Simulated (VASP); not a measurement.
# CaB2 in VASP: a series of runs, part 2 of 2

VASP 6.6.1. The steps go on from the part before.

## Step 5: Single point, PBE

File INCAR:

```
PREC = Accurate ; ENCUT = 500
EDIFF = 1E-6 ; ISMEAR = 0
SIGMA = 0.1 ; LREAL = False
LASPH = True ; NELM = 120
ALGO = Normal ; ISIF = 2
LWAVE = False ; LCHARG = False
GGA = PE ; NBANDS = 15
GGA_COMPAT = False
```

File KPOINTS:

```
regular mesh
0
Gamma
  3 3 2
```

File POSCAR:

```
CaB2
1.0
    3.2264302843      0.0000000000      0.0000000000
   -1.6132151421      2.7941705897      0.0000000000
    0.0000000000      0.0000000000      4.0673920000
Ca B
1 2
Direct
    0.0000000000      0.0000000000      0.0000000000
    0.3333333333      0.6666666667      0.5000000000
    0.6666666667      0.3333333333      0.5000000000
```

Potentials or basis: VASP PAW PBE potentials, release 64 (Ca_sv, B).

Launch:

```console
$ cat potpaw_PBE.64/Ca_sv/POTCAR potpaw_PBE.64/B/POTCAR > POTCAR
$ mpirun -np 1 vasp_std > vasp.out
```

OUTCAR:

```text
PREC = Accurate
   ENCUT = 500
   EDIFF = 1E-6
   ISMEAR = 0
   LREAL = False
   LASPH = True
   NELM = 120
   ISIF = 2
   GGA = PE

 ion  position               nearest neighbor table
   1  0.000  0.000  0.000-
   2  0.333  0.667  0.500-   3 1.86   3 1.86   3 1.86
   3  0.667  0.333  0.500-   2 1.86   2 1.86   2 1.86

  LATTYP: Found a hexagonal cell.
 ALAT       =     3.2264302843
 C/A-ratio  =     1.2606477257

  Lattice vectors:

 A1 = (   3.2264302843,   0.0000000000,   0.0000000000)
 A2 = (  -1.6132151421,   2.7941705897,   0.0000000000)
 A3 = (   0.0000000000,   0.0000000000,   4.0673920000)

Analysis of symmetry for initial positions (statically):
=====================================================================
 Subroutine PRICEL returns:
 Original cell was already a primitive cell.

 Routine SETGRP: Setting up the symmetry group for a
 hexagonal supercell.

 Subroutine GETGRP returns: Found 24 space group operations
 (whereof 24 operations were pure point group operations)
 out of a pool of 24 trial point group operations.

[... 160 lines left out ...]
      6       2.8519      2.00000
      7       4.9301      0.09964
      8       4.9301      0.09964
      9       5.1621      0.00000
     10      10.1199      0.00000
     11      10.1199      0.00000
     12      10.9863      0.00000
     13      11.5298      0.00000
     14      11.5830      0.00000
[... 77 lines left out ...]
      2     -16.2869      2.00000
      3     -16.2869      2.00000
      4     -15.8772      2.00000
      5      -1.6111      2.00000
      6      -1.6111      2.00000
      7       1.1421      2.00000
      8       4.3390      2.00000
      9       4.3390      2.00000
     10      10.5761      0.00000
     11      11.4286      0.00000
     12      11.4286      0.00000
     13      11.8814      0.00000
     14      11.8814      0.00000
     15      13.1502      0.00000

------------------------ aborting loop because EDIFF is reached ----------------------------------------

  FORCE on cell =-STRESS in cart. coord.  units (eV):
  Direction    XX          YY          ZZ          XY          YZ          ZX
  --------------------------------------------------------------------------------------
  -------------------------------------------------------------------------------------
  Total       -1.2226071     -1.2226071      1.3430713     -0.0000000     -0.0000000      0.0000000
  in kB      -53.4202921    -53.4202921     58.6838245     -0.0000000     -0.0000000      0.0000000
  external PRESSURE =     -16.0522532 kB  Pullay stress =       0.0000000 kB

 VOLUME and BASIS-vectors are now :
 -----------------------------------------------------------------------------
  energy-cutoff  :      500.00
  volume of cell :       36.67
      direct lattice vectors                 reciprocal lattice vectors
     3.226430284  0.000000000  0.000000000     0.309940061  0.178943978  0.000000000
    -1.613215142  2.794170590  0.000000000     0.000000000  0.357887956  0.000000000
     0.000000000  0.000000000  4.067392000     0.000000000  0.000000000  0.245857788

 POSITION                                       TOTAL-FORCE (eV/Angst)
 -----------------------------------------------------------------------------------
      0.00000      0.00000      0.00000        -0.000000      0.000000      0.000000
     -0.00000      1.86278      2.03370         0.000000      0.000000     -0.000000
      1.61322      0.93139      2.03370        -0.000000      0.000000      0.000000
 -----------------------------------------------------------------------------------
    total drift:                               -0.000000      0.000000      0.000000

  FREE ENERGIE OF THE ION-ELECTRON SYSTEM (eV)
  ---------------------------------------------------
  free  energy   TOTEN  =       -15.5332012484 eV

  energy  without entropy=      -15.5297540944  energy(sigma->0) =      -15.53147767
```

OSZICAR:

```text
N       E                     dE             d eps       ncg     rms          rms(c)
DAV:   1     0.898233521908E+02    0.89823E+02   -0.76206E+03   180   0.994E+02
DAV:   2    -0.132802131900E+02   -0.10310E+03   -0.96699E+02   208   0.253E+02
DAV:   3    -0.162712518515E+02   -0.29910E+01   -0.29281E+01   266   0.413E+01
DAV:   4    -0.164055688856E+02   -0.13432E+00   -0.13428E+00   219   0.748E+00
DAV:   5    -0.164068919737E+02   -0.13231E-02   -0.13230E-02   273   0.765E-01    0.566E+00
DAV:   6    -0.155724752094E+02    0.83442E+00   -0.96799E-01   222   0.605E+00    0.245E+00
DAV:   7    -0.155351111731E+02    0.37364E-01   -0.16668E-01   254   0.269E+00    0.112E+00
DAV:   8    -0.155324421897E+02    0.26690E-02   -0.21197E-02   246   0.131E+00    0.168E-01
DAV:   9    -0.155331591360E+02   -0.71695E-03   -0.89594E-04   246   0.255E-01    0.772E-02
DAV:  10    -0.155331872085E+02   -0.28073E-04   -0.22041E-04   218   0.131E-01    0.334E-02
DAV:  11    -0.155332019784E+02   -0.14770E-04   -0.33693E-05   222   0.582E-02    0.513E-03
DAV:  12    -0.155332012484E+02    0.73003E-06   -0.22216E-06   207   0.112E-02
   1 F= -.15533201E+02 E0= -.15531478E+02  d E =-.344715E-02
```

stdout:

```text
POSCAR found type information on POSCAR CaB
 POSCAR found :  2 types and       3 ions
 scaLAPACK will be used
 LDA part: xc-table for (Slater+PW92), standard interpolation
 POSCAR, INCAR and KPOINTS ok, starting setup
 FFT: planning ... GRIDC
 FFT: planning ... GRID_SOFT
 FFT: planning ... GRID
 WAVECAR not read
 entering main loop
```

It took 3.8 s on 1 thread of Intel Xeon Platinum 8488C (Sapphire Rapids), shared host; peak memory 0.14 GiB.

Results:

- Free energy: -15.5332 eV
- Pressure: -1.6 GPa
- Band gap on the k mesh: zero (bands 8 and 9 overlap by 1.12 eV)

Caveat: the k points lie up to 0.77 Å⁻¹ apart, too coarse for converged energies and pressures of a metal.

## Step 6: Overview

```csv
cell,k mesh,smearing,gap on the mesh (eV),pressure (GPa)
"a = 3.226, b = 3.226, c = 4.067 Å, angles 90.0, 90.0, 120.0°, 3 atoms",1 × 1 × 5,fermi-dirac 0.058 eV,none,30.7
"a = 3.226, b = 3.226, c = 4.067 Å, angles 90.0, 90.0, 120.0°, 3 atoms",6 × 1 × 1,gaussian 0.1 eV,0.08,6.9
"a = 3.263, b = 3.237, c = 4.053 Å, angles 90.5, 88.9, 120.5°, 3 atoms",3 × 3 × 1,gaussian 0.1 eV,none,-5.1
"a = 3.226, b = 3.226, c = 4.067 Å, angles 90.0, 90.0, 120.0°, 3 atoms",3 × 3 × 2,gaussian 0.1 eV,none,-1.6
```

Alike in all rows: task single point; level PBE; potentials or basis VASP PAW PBE potentials, release 64 (Ca_sv, B); no spin polarisation; cutoff (eV) 500.

Caveats: all runs use coarse meshes; an odd mesh through Γ misses points on the zone boundary, where band edges can lie (at least some runs); forces of over 1 eV/Å act on the atoms, so gaps and moduli don't describe the material at rest (at least some runs).

Absolute energies hang on the potentials; compare differences alone.
